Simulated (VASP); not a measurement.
# Li (P6_3/mmc) in VASP: further runs

Li is run at these levels: PBE; tasks: single point, relaxation of cell and atoms.

Program: VASP 6.6.1. These are calculated values, not measurements. Logs are shortened: lines on timing, memory, paths and dates and some standing lists are left out, and cuts for length are marked.

### 1 The cell of the first run

The structure is hexagonal, space group P6_3/mmc (No. 194). Conventional cell: a = 3.049 Å, b = 3.049 Å, c = 5.014 Å, α = 90.00°, β = 90.00°, γ = 120.00°. Within 4.0 Å of Li (site symmetry -6m2) lie 12 Li at 3.05 to 3.06 Å.

This isn't the form of Li at room conditions, which is bcc.

### 2 Single point, PBE

Contents of INCAR:

```
  PREC = Accurate
  ENCUT = 520
  EDIFF = 1E-6
  ISMEAR = 0
  SIGMA = 0.1
  LREAL = False
  LASPH = True
  NELM = 100
  ALGO = Normal
  ISIF = 2
  LWAVE = False
  LCHARG = False
  GGA = PE
  NBANDS = 10
```

Contents of KPOINTS:

```
Automatic mesh
0
Gamma
  18 18 8
```

Contents of POSCAR:

```
Li
1.0
    3.0485252142      0.0000000000      0.0000000000
   -1.5242626071      2.6401002795      0.0000000000
    0.0000000000      0.0000000000      5.0143317298
Li
2
Direct
    0.3333333333      0.6666666667      0.2500000000
    0.6666666667      0.3333333333      0.7500000000
```

Potentials or basis: VASP PAW PBE potentials, release 64 (Li_sv).

Command:

```
> cat potpaw_PBE.64/Li_sv/POTCAR > POTCAR
> mpirun -np 1 vasp_std > vasp.out
```

OUTCAR:

```text
PREC = Accurate
   ENCUT = 520
   EDIFF = 1E-6
   ISMEAR = 0
   LREAL = False
   LASPH = True
   NELM = 100
   ISIF = 2
   GGA = PE

 ion  position               nearest neighbor table
   1  0.333  0.667  0.250-
   2  0.667  0.333  0.750-

  LATTYP: Found a hexagonal cell.
 ALAT       =     3.0485252142
 C/A-ratio  =     1.6448385293

  Lattice vectors:

 A1 = (   3.0485252142,   0.0000000000,   0.0000000000)
 A2 = (  -1.5242626071,   2.6401002795,   0.0000000000)
 A3 = (   0.0000000000,   0.0000000000,   5.0143317298)

Analysis of symmetry for initial positions (statically):
=====================================================================
 Subroutine PRICEL returns:
 Original cell was already a primitive cell.

 Routine SETGRP: Setting up the symmetry group for a
 hexagonal supercell.

 Subroutine GETGRP returns: Found 24 space group operations
 (whereof 12 operations were pure point group operations)
 out of a pool of 24 trial point group operations.

The static configuration has the point symmetry D_3d.
 The point group associated with its full space group is D_6h.

Analysis of symmetry for dynamics (positions and initial velocities):
=====================================================================
 Subroutine PRICEL returns:
 Original cell was already a primitive cell.

 Routine SETGRP: Setting up the symmetry group for a
 hexagonal supercell.

 Subroutine GETGRP returns: Found 24 space group operations
 (whereof 12 operations were pure point group operations)
 out of a pool of 24 trial point group operations.

The dynamic configuration has the point symmetry D_3d.
 The point group associated with its full space group is D_6h.

 Subroutine INISYM returns: Found 24 space group operations
 (whereof 12 operations are pure point group operations),
 and found     1 'primitive' translations

----------------------------------------------------------------------------------------

                                     Primitive cell

  volume of cell :      40.3574

  direct lattice vectors                    reciprocal lattice vectors
     3.048525214  0.000000000  0.000000000     0.328027466  0.189386746  0.000000000
    -1.524262607  2.640100279  0.000000000     0.000000000  0.378773491  0.000000000
     0.000000000  0.000000000  5.014331730     0.000000000  0.000000000  0.199428369

  length of vectors
     3.048525214  3.048525214  5.014331730     0.378773491  0.378773491  0.199428369

  position of ions in fractional coordinates (direct lattice)
     0.333333333  0.666666667  0.250000000
     0.666666667  0.333333333  0.750000000

  ion indices of the primitive-cell ions
   primitive index   ion index
                 1           1
                 2           2

----------------------------------------------------------------------------------------

 KPOINTS: Automatic mesh

Automatic generation of k-mesh.
 Grid dimensions read from file:
 generate k-points for:   18   18    8

 Generating k-lattice:

  Cartesian coordinates                     Fractional coordinates (reciprocal lattice)
     0.018223748  0.010521486  0.000000000     0.055555556 -0.000000000  0.000000000
     0.000000000  0.021042972  0.000000000     0.000000000  0.055555556  0.000000000
     0.000000000  0.000000000  0.024928546     0.000000000  0.000000000  0.125000000

  Length of vectors
     0.021042972  0.021042972  0.024928546

  Shift w.r.t. Gamma in fractional coordinates (k-lattice)
     0.000000000  0.000000000  0.000000000

 Subroutine IBZKPT returns following result:
 ===========================================

 Found    185 irreducible k-points:

 Following reciprocal coordinates:
            Coordinates               Weight
  0.000000  0.000000  0.000000      1.000000
  0.055556 -0.000000  0.000000      6.000000
  0.111111 -0.000000  0.000000      6.000000
  0.166667 -0.000000  0.000000      6.000000
  0.222222 -0.000000  0.000000      6.000000
  0.277778 -0.000000  0.000000      6.000000
[... 16 lines left out ...]
  0.333333  0.111111  0.000000     12.000000
  0.388889  0.111111  0.000000     12.000000
 [... further k-points ...]
   k-points           NKPTS =    185   k-points in BZ     NKDIM =    185   number of bands    NBANDS=     10
   number of dos      NEDOS =    301   number of ions     NIONS =      2
   total plane-waves  NPLWV =  23040
   dimension x,y,z NGX =    24 NGY =   24 NGZ =   40
   dimension x,y,z NGXF=    48 NGYF=   48 NGZF=   80
   ions per type =               2
   NGX,Y,Z   is equivalent  to a cutoff of  13.09, 13.09, 13.26 a.u.
   NGXF,Y,Z  is equivalent  to a cutoff of  26.18, 26.18, 26.52 a.u.
 SYSTEM =  unknown system
   PREC   = accura    normal or accurate (medium, high low for compatibility)
   ISTART =      0    job   : 0-new  1-cont  2-samecut
   ICHARG =      2    charge: 1-file 2-atom 10-const
   ISPIN  =      1    spin polarized calculation?
   LNONCOLLINEAR =      F non collinear calculations
   LSORBIT =      F    spin-orbit coupling
   LASPH  =      T    aspherical Exc in radial PAW
   ENCUT  =  520.0 eV  38.22 Ry    6.18 a.u.   5.67  5.67  9.32*2*pi/ulx,y,z
   NELM   =    100;   NELMIN=  2; NELMDL= -5     # of ELM steps
   EDIFF  = 0.1E-05   stopping-criterion for ELM
   LREAL  =      F    real-space projection
[... 7 lines left out ...]
   TEBEG  =    0.0;   TEEND  =   0.0 temperature during run
   PSTRESS=    0.0 pullay stress
   NELECT =       6.0000    total number of electrons
   NUPDOWN=      -1.0000    fix difference up-down
   EMIN   =  10.00;   EMAX   =-10.00  energy-range for DOS
   EFERMI =   0.00;   METHOD = LEGACY
   ISMEAR =     0;   SIGMA  =   0.10  broadening in eV -4-tet -1-fermi 0-gaus
   EFERMI_NEDOS =   21; number of points for ismear=-14 and -15
   IALGO  =     38    algorithm
   IMIX   =      4    mixing-type and parameters
     AMIX     =   0.40;   BMIX     =  1.00
     AMIX_MAG =   1.60;   BMIX_MAG =  1.00
  volume/ion in A,a.u.               =      20.18       136.17
  Fermi-wavevector in a.u.,A,eV,Ry     =   0.867263  1.638889 10.233556  0.752145
  Thomas-Fermi vector in A             =   1.985772
   LORBIT       =      0    0 simple, 1 ext, 2 COOP (PROOUT), +10 PAW based schemes
   GGA     = PE    functional components
   LHFCALC =     F    Hartree Fock is set to
   AEXX    =    0.0000 exact exchange contribution
   IVDW    =     0    specifies the selected vdW correction
   LEPSILON=     F    determine dielectric tensor
   LRPA    =     F    only Hartree local field effects (RPA)
 non-spin polarized calculation
 Gauss-broadening in eV      SIGMA  =   0.10
  energy-cutoff  :      520.00
  volume of cell :       40.36
 maximum number of plane-waves:      1105
 NGX is ok and might be reduce to    24
   NGX = 11   NGY = 11   NGZ = 19

 number of electron       6.0000003 magnetization

 Free energy of the ion-electron system (eV)
  ---------------------------------------------------
  ext. energy  EPLUGINS =         0.00000000
  ---------------------------------------------------
  free energy    TOTEN  =        -3.81477312 eV

  energy without entropy =       -3.80965426  energy(sigma->0) =       -3.81221369

 E-fermi :   0.6422     XC(G=0):  -7.0552

 val. band max:        0.6283691212   @ k =   0.1111   0.0556   0.1250
 cond. band min:       0.6454981077   @ k =   0.0556  -0.0000   0.0000
 fundamental gap:      0.0171289865
 Fermi energy:         0.6421586322

 k-point     1 :       0.0000    0.0000    0.0000
  band No.  band energies     occupation
      1     -45.8832      2.00000
      2     -45.8654      2.00000
      3      -2.9289      2.00000
      4       0.5802      1.61945
      5       3.5186      0.00000
      6      13.2156      0.00000
      7      13.2156      0.00000
      8      14.6043      0.00000
      9      14.6044      0.00000
     10      15.0296      0.00000

 k-point     2 :       0.0556   -0.0000    0.0000
  band No.  band energies     occupation
      1     -45.8827      2.00000
      2     -45.8651      2.00000
      3      -2.8795      2.00000
      4       0.6455      0.96233
      5       3.5378      0.00000
      6      12.6415      0.00000
      7      12.8038      0.00000
      8      14.5881      0.00000
      9      14.8739      0.00000
     10      14.9887      0.00000

 k-point     3 :       0.1111   -0.0000    0.0000
  band No.  band energies     occupation
      1     -45.8812      2.00000
      2     -45.8643      2.00000
      3      -2.7312      2.00000
      4       0.8414      0.00483
      5       3.5933      0.00000
      6      11.3819      0.00000
      7      12.0736      0.00000
      8      14.5265      0.00000
      9      14.7888      0.00000
     10      15.0825      0.00000

 k-point     4 :       0.1667   -0.0000    0.0000
  band No.  band energies     occupation
      1     -45.8790      2.00000
      2     -45.8633      2.00000
      3      -2.4839      2.00000
      4       1.1676      0.00000
      5       3.6739      0.00000
      6       9.9563      0.00000
      7      11.3469      0.00000
      8      14.1636      0.00000
      9      14.2509      0.00000
     10      14.8091      0.00000

 k-point     5 :       0.2222   -0.0000    0.0000
  band No.  band energies     occupation
      1     -45.8762      2.00000
      2     -45.8620      2.00000
      3      -2.1376      2.00000
      4       1.6234      0.00000
      5       3.7511      0.00000
      6       8.5982      0.00000
      7      10.6985      0.00000
      8      12.9513      0.00000
      9      13.0689      0.00000
     10      14.5430      0.00000

 k-point     6 :       0.2778   -0.0000    0.0000
  band No.  band energies     occupation
      1     -45.8731      2.00000
      2     -45.8608      2.00000
      3      -1.6935      2.00000
      4       2.2075      0.00000
      5       3.7461      0.00000
      6       7.4646      0.00000
      7      10.1536      0.00000
      8      11.4644      0.00000
      9      11.7925      0.00000
     10      14.1430      0.00000

 k-point     7 :       0.3333   -0.0000    0.0000
  band No.  band energies     occupation
      1     -45.8700      2.00000
      2     -45.8598      2.00000
      3      -1.1542      2.00000
      4       2.9171      0.00000
      5       3.5008      0.00000
      6       6.7498      0.00000
      7       9.7234      0.00000
      8       9.9605      0.00000
      9      10.6320      0.00000
     10      13.7930      0.00000

 k-point     8 :       0.3889   -0.0000    0.0000
  band No.  band energies     occupation
      1     -45.8673      2.00000
      2     -45.8592      2.00000
      3      -0.5306      2.00000
      4       2.9173      0.00000
      5       3.7448      0.00000
      6       6.5622      0.00000
      7       8.5377      0.00000
      8       9.4133      0.00000
      9       9.6296      0.00000
     10      13.5283      0.00000

 k-point     9 :       0.4444   -0.0000    0.0000
  band No.  band energies     occupation
      1     -45.8654      2.00000
      2     -45.8590      2.00000
      3       0.1364      2.00000
      4       2.1690      0.00000
      5       4.6594      0.00000
      6       6.7213      0.00000
      7       7.2585      0.00000
      8       8.8553      0.00000
      9       9.2263      0.00000
     10      13.3649      0.00000
[... 118 lines left out ...]
 k-point    19 :       0.1111    0.1111    0.0000
  band No.  band energies     occupation
      1     -45.8777      2.00000
      2     -45.8627      2.00000
      3      -2.3352      2.00000
      4       1.3631      0.00000
      5       3.7250      0.00000
      6       9.6293      0.00000
      7      10.3025      0.00000
      8      13.8954      0.00000
      9      14.2130      0.00000
     10      14.2528      0.00000

 k-point    20 :       0.1667    0.1111    0.0000
  band No.  band energies     occupation
      1     -45.8751      2.00000
      2     -45.8616      2.00000
      3      -1.9883      2.00000
      4       1.8185      0.00000
      5       3.8119      0.00000
      6       8.3832      0.00000
      7       9.5670      0.00000
      8      12.8893      0.00000
      9      13.3174      0.00000
     10      13.8241      0.00000

 k-point    21 :       0.2222    0.1111    0.0000
  band No.  band energies     occupation
      1     -45.8721      2.00000
      2     -45.8605      2.00000
      3      -1.5424      2.00000
      4       2.4020      0.00000
      5       3.8419      0.00000
      6       7.2282      0.00000
      7       8.9500      0.00000
      8      11.5446      0.00000
      9      12.3343      0.00000
     10      13.4571      0.00000

 k-point    22 :       0.2778    0.1111    0.0000
  band No.  band energies     occupation
      1     -45.8692      2.00000
      2     -45.8596      2.00000
      3      -1.0002      2.00000
      4       3.1108      0.00000
      5       3.6541      0.00000
      6       6.4357      0.00000
      7       8.3824      0.00000
      8      10.0992      0.00000
      9      11.4677      0.00000
     10      13.1573      0.00000

 k-point    23 :       0.3333    0.1111    0.0000
  band No.  band energies     occupation
      1     -45.8666      2.00000
      2     -45.8591      2.00000
      3      -0.3712      2.00000
      4       3.0961      0.00000
      5       3.9375      0.00000
      6       6.1966      0.00000
      7       7.8342      0.00000
      8       8.7009      0.00000
      9      10.8075      0.00000
     10      12.9373      0.00000

 k-point    24 :       0.3889    0.1111    0.0000
  band No.  band energies     occupation
      1     -45.8647      2.00000
      2     -45.8589      2.00000
      3       0.3065      2.00000
      4       2.3352      0.00000
      5       4.8513      0.00000
      6       6.3814      0.00000
      7       7.2998      0.00000
      8       7.4322      0.00000
      9      10.4016      0.00000
     10      12.8023      0.00000

 [... further k-points ...]
[... 5 lines left out ...]
  --------------------------------------------------------------------------------------
  -------------------------------------------------------------------------------------
  Total       -0.0127208     -0.0127208     -0.0036651      0.0000000     -0.0000000      0.0000000
  in kB       -0.5050138     -0.5050138     -0.1455026      0.0000000     -0.0000000      0.0000000
  external PRESSURE =      -0.3851767 kB  Pullay stress =       0.0000000 kB

 VOLUME and BASIS-vectors are now :
 -----------------------------------------------------------------------------
  energy-cutoff  :      520.00
  volume of cell :       40.36
      direct lattice vectors                 reciprocal lattice vectors
     3.048525214  0.000000000  0.000000000     0.328027466  0.189386746  0.000000000
    -1.524262607  2.640100279  0.000000000     0.000000000  0.378773491  0.000000000
     0.000000000  0.000000000  5.014331730     0.000000000  0.000000000  0.199428369

 POSITION                                       TOTAL-FORCE (eV/Angst)
 -----------------------------------------------------------------------------------
     -0.00000      1.76007      1.25358        -0.000000      0.000000      0.000000
      1.52426      0.88003      3.76075         0.000000     -0.000000      0.000000
 -----------------------------------------------------------------------------------
    total drift:                               -0.000000      0.000000     -0.000000

  FREE ENERGIE OF THE ION-ELECTRON SYSTEM (eV)
  ---------------------------------------------------
  free  energy   TOTEN  =        -3.8147731235 eV

  energy  without entropy=       -3.8096542587  energy(sigma->0) =       -3.81221369
```

Run time: 31 s. Hardware: 1 thread of Intel Xeon Platinum 8259CL at 2.50GHz (Skylake/Cascade Lake), shared host; peak memory 0.18 GiB.

What came out:

```
Free energy            : -3.8148 eV
Band gap on the k mesh : zero (bands 3 and 4 overlap by 4.65 eV)
```

Caveat: the cutoff is under 1.25 times the usual one of these potentials, so pressure, stress and relaxed cells hold a basis-set (Pulay) error.

### 3 Relaxation of cell and atoms, PBE

This run uses another cell than the first one, of 21.34 Å³/atom.

Contents of INCAR:

```
ALGO     = Normal         # electronic algorithm
EDIFF    = 1E-7           # SCF threshold, eV
EDIFFG   = -0.005         # ionic threshold
ENCUT    = 600            # plane-wave cutoff, eV
GGA      = PE             # functional
IBRION   = 2              # ionic algorithm
ISIF     = 3              # what is computed and relaxed
ISMEAR   = 0              # smearing method
LASPH    = True           # aspherical terms in the spheres
LCHARG   = False          # write CHGCAR
LREAL    = False          # projectors in reciprocal space
LWAVE    = False          # write WAVECAR
NELM     = 100            # most SCF steps
NSW      = 100            # ionic steps
PREC     = Accurate       # precision mode
SIGMA    = 0.1            # smearing width, eV
```

Contents of KPOINTS:

```
k-points
0
Gamma
  18 18 8
```

Contents of POSCAR:

```
Li
1.0
    3.1110021516      0.0000000000      0.0000000000
   -1.5555010758      2.6942068945      0.0000000000
    0.0000000000      0.0000000000      5.0930000000
Li
2
Direct
    0.3333333333      0.6666666667      0.2500000000
    0.6666666667      0.3333333333      0.7500000000
```

Potentials or basis: VASP PAW PBE potentials, release 64 (Li_sv).

Command:

```
> cat potpaw_PBE.64/Li_sv/POTCAR > POTCAR
> mpirun -np 1 vasp_std > vasp.out
```

It took 2.7 min on 1 thread of Intel Xeon Platinum 8259CL at 2.50GHz (Skylake/Cascade Lake), shared host; peak memory 0.2 GiB.

Results (log left out):

| Quantity | Value |
| --- | --- |
| Free energy | -3.8169 eV |
| Relaxed volume | 20.01 Å³/atom |
| Relaxed cell | a = 3.042 Å, b = 3.042 Å, c = 4.995 Å, α = 90.00°, β = 90.00°, γ = 120.00° |
| Space group after relaxing (to 0.1 Å) | P6_3/mmc (No. 194) |
| Energy gained by relaxing | 3.5 meV/atom |
| Ionic steps | 5 |
| Pressure after relaxing | 0.0 GPa |
| Band gap on the k mesh | zero (bands 3 and 4 overlap by 4.66 eV) |

The path:
```csv
step,energy change (eV),largest force (eV/Å),pressure (GPa),volume (Å³)
1,0.0000,0.0000,-0.79,42.69
2,-0.0029,0.0000,-0.62,42.04
3,-0.0070,0.0000,-0.05,40.14
4,-0.0070,0.0000,0.00,39.97
5,-0.0070,0.0000,-0.01,40.02
```

Final structure:
```
Li
1.0
     3.04182    0.00000    0.00000
    -1.52091    2.63429    0.00000
     0.00000    0.00000    4.99484
Li
2
Direct
  0.33333 0.66667 0.25000
  0.66667 0.33333 0.75000
```

Levels at points of the mesh, in eV from the Fermi level:
```tsv
k point	band 1	band 2	band 3	band 4	band 5	band 6	band 7
(0.00, 0.00, 0.00)	-46.51	-46.49	-3.58	-0.06	2.91	12.63	12.63
(0.50, 0.00, 0.00)	-46.49	-46.48	-0.08	1.06	4.71	5.86	6.27
(0.00, 0.00, 0.50)	-46.50	-46.50	-2.47	-2.47	7.96	7.96	13.54
(0.50, 0.00, 0.50)	-46.49	-46.49	0.68	0.68	3.54	3.54	9.94
```

Caveat: the cutoff is under 1.25 times the usual one of these potentials, so pressure, stress and relaxed cells hold a basis-set (Pulay) error.
